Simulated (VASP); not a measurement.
# CuO (P4/nmm) in VASP: notebook, part 2 of 2

VASP 6.6.1. Earlier steps stand in the parts before.

**5. Single point, PBE+U**

This run uses another cell than the first one, of 11.72 Å³/atom.

INCAR

```
SYSTEM = CuO
PREC = Accurate
ENCUT = 820
EDIFF = 1E-6
ISMEAR = -1
SIGMA = 0.05
LREAL = .False.
LASPH = .True.
NELM = 200
ALGO = Normal
ISIF = 2
LWAVE = .False.
LCHARG = .False.
LMAXMIX = 4
LDAU = .True.
LDAUTYPE = 2
LDAUL = 2 -1
LDAUU = 3 0
LDAUJ = 0 0
LDAUPRINT = 1
GGA = PE
NBANDS = 33
GGA_COMPAT = .False.
```

KPOINTS

```
Automatic mesh
0
Gamma
  8 8 6
  0 0 0
```

POSCAR

```
CuO
1.0
    3.1754955000      0.0000000000      0.0000000000
    0.0000000000      3.1754955000      0.0000000000
    0.0000000000      0.0000000000      4.6495318700
Cu O
2 2
Direct
    0.0000000000      0.0000000000      0.0000000000
    0.5000000000      0.5000000000      0.0000000000
    0.5000000000      0.0000000000      0.2670000000
    0.0000000000      0.5000000000      0.7330000000
```

Potentials or basis: VASP PAW PBE potentials, release 64 (Cu_sv_GW, O).

Started as:

```console
cat potpaw_PBE.64/Cu_sv_GW/POTCAR potpaw_PBE.64/O/POTCAR > POTCAR
mpirun -np 1 vasp_std > vasp.out
```

OUTCAR:

```text
SYSTEM = CuO
   PREC = Accurate
   ENCUT = 820
   EDIFF = 1E-6
   ISMEAR = -1
   LREAL = .False.
   LASPH = .True.
   NELM = 200
   ISIF = 2
   GGA = PE

 ion  position               nearest neighbor table
   1  0.000  0.000  0.000-   3 2.02   4 2.02   4 2.02   3 2.02   2 2.25   2 2.25   2 2.25   2 2.25

   2  0.500  0.500  0.000-   3 2.02   4 2.02   3 2.02   4 2.02   1 2.25   1 2.25   1 2.25   1 2.25

   3  0.500  0.000  0.267-   1 2.02   2 2.02   2 2.02   1 2.02
   4  0.000  0.500  0.733-   1 2.02   2 2.02   1 2.02   2 2.02

  LATTYP: Found a simple tetragonal cell.
[... 1136 lines left out ...]
  --------------------------------------------------------------------------------------
  -------------------------------------------------------------------------------------
  Total        7.9076729      7.9076729     -2.8064603      0.0000000      0.0000000      0.0000000
  in kB      270.2259459    270.2259459    -95.9041178      0.0000000      0.0000000      0.0000000
  external PRESSURE =     148.1825913 kB  Pullay stress =       0.0000000 kB

 VOLUME and BASIS-vectors are now :
 -----------------------------------------------------------------------------
  energy-cutoff  :      820.00
  volume of cell :       46.88
      direct lattice vectors                 reciprocal lattice vectors
     3.175495500  0.000000000  0.000000000     0.314911484  0.000000000  0.000000000
     0.000000000  3.175495500  0.000000000     0.000000000  0.314911484  0.000000000
     0.000000000  0.000000000  4.649531870     0.000000000  0.000000000  0.215075416

 POSITION                                       TOTAL-FORCE (eV/Angst)
 -----------------------------------------------------------------------------------
      0.00000      0.00000      0.00000         0.000000     -0.000000     -0.000000
      1.58775      1.58775      0.00000        -0.000000     -0.000000     -0.000000
      1.58775      0.00000      1.24143         0.000000     -0.000000     -0.937439
      0.00000      1.58775      3.40811         0.000000      0.000000      0.937439
 -----------------------------------------------------------------------------------
    total drift:                                0.000000      0.000000      0.000000

  FREE ENERGIE OF THE ION-ELECTRON SYSTEM (eV)
  ---------------------------------------------------
  free  energy   TOTEN  =       -13.5188644981 eV

  energy  without entropy=      -13.4696083943  energy(sigma->0) =      -13.49423645
```

OSZICAR:

```text
N       E                     dE             d eps       ncg     rms          rms(c)
DAV:   1     0.103541103494E+04    0.10354E+04   -0.39072E+04  6118   0.570E+03
DAV:   2     0.915431636664E+02   -0.94387E+03   -0.90467E+03  6560   0.134E+03
DAV:   3    -0.124511466984E+02   -0.10399E+03   -0.10171E+03  7570   0.489E+02
DAV:   4    -0.182228038781E+02   -0.57717E+01   -0.57405E+01  6418   0.134E+02
DAV:   5    -0.184883994608E+02   -0.26560E+00   -0.26527E+00  6872   0.239E+01    0.171E+01
DAV:   6    -0.202914472543E+02   -0.18030E+01   -0.46752E+01  6968   0.389E+02    0.189E+01
DAV:   7    -0.134227961621E+02    0.68687E+01   -0.17015E+01  6600   0.265E+02    0.482E+00
DAV:   8    -0.135156538200E+02   -0.92858E-01   -0.18737E+00  7255   0.204E+01    0.244E+00
DAV:   9    -0.135167285787E+02   -0.10748E-02   -0.62106E-02  7512   0.940E+00    0.493E-01
DAV:  10    -0.135187750423E+02   -0.20465E-02   -0.61443E-03  7320   0.208E+00    0.139E-01
DAV:  11    -0.135188868755E+02   -0.11183E-03   -0.55846E-04  7264   0.171E+00    0.689E-02
DAV:  12    -0.135188588030E+02    0.28073E-04   -0.24679E-04  7400   0.111E+00    0.164E-02
DAV:  13    -0.135188616911E+02   -0.28880E-05   -0.35242E-05  5952   0.271E-01    0.674E-03
DAV:  14    -0.135188646063E+02   -0.29152E-05   -0.21286E-06  4136   0.931E-02    0.207E-03
DAV:  15    -0.135188644981E+02    0.10819E-06   -0.54777E-07  2944   0.229E-02
   1 F= -.13518864E+02 E0= -.13494236E+02  d E =-.492561E-01
```

Run time: 3 min. Hardware: 1 thread of Intel Xeon Platinum 8559C (Emerald Rapids), shared host; peak memory 0.32 GiB.

What came out:

```yaml
Free_energy: -13.5189 eV
Pressure: 14.8 GPa
Largest_force: 0.937 eV/Å
Band_gap_on_the_k_mesh: zero (bands 25 and 26 overlap by 1.08 eV)
```

Forces on the atoms (eV/Å):
```
Cu   0.000  0.000  0.000
Cu   0.000  0.000  0.000
O    0.000  0.000 -0.937
O    0.000  0.000  0.937
```

Eigenvalues of the final occupation matrices:
```
    site  spin  trace               eigenvalues
site 1 d     1   4.50  0.87 0.87 0.92 0.92 0.92
site 1 d     2   4.50  0.87 0.87 0.92 0.92 0.92
site 2 d     1   4.50  0.87 0.87 0.92 0.92 0.92
site 2 d     2   4.50  0.87 0.87 0.92 0.92 0.92
```

Caveat: the stress differs along the axes, from -10 to 27 GPa; U without spin polarisation on a metal has little footing.

**6. The runs side by side**

```csv
level,potentials or basis,U,cell,cutoff (eV),gap on the mesh (eV),pressure (GPa),largest force (eV/Å)
PBE,"VASP PAW PBE potentials, release 64 (Cu_sv_GW, O_h)",-,"a = 3.133, b = 3.133, c = 4.587 Å, 4 atoms",1340,none,25.1,0.37
RPBE,"VASP PAW PBE potentials, release 64 (Cu_sv_GW, O)",-,"a = 3.175, b = 3.175, c = 4.650 Å, 4 atoms",820,none,21.1,0.66
PBEsol,"VASP PAW PBE potentials, release 64 (Cu_sv_GW, O)",-,"a = 3.111, b = 3.111, c = 4.555 Å, 4 atoms",820,none,21.5,0.49
PBE+U,"VASP PAW PBE potentials, release 64 (Cu_sv_GW, O)",Cu d U = 3.0 eV,"a = 3.175, b = 3.175, c = 4.650 Å, 4 atoms",820,none,14.8,0.94
```

Alike in all rows: task single point; no spin polarisation; k mesh 8 × 8 × 6; smearing fermi-dirac 0.05 eV.

Caveats: semilocal functionals often make such compounds metallic where correlation or magnetic order opens a gap, which also shifts bond lengths (at least some runs); the PAW data sets were made with another functional, which shifts forces and pressure a little (at least some runs); the stress differs along the axes, from -4 to 39 GPa (at least some runs); the stress differs along the axes, from -5 to 34 GPa (at least some runs); the stress differs along the axes, from -7 to 36 GPa (at least some runs); the stress differs along the axes, from -10 to 27 GPa (at least some runs); U without spin polarisation on a metal has little footing (at least some runs).

Total energies depend on the potentials used, so only differences within one code and one set of settings carry meaning.
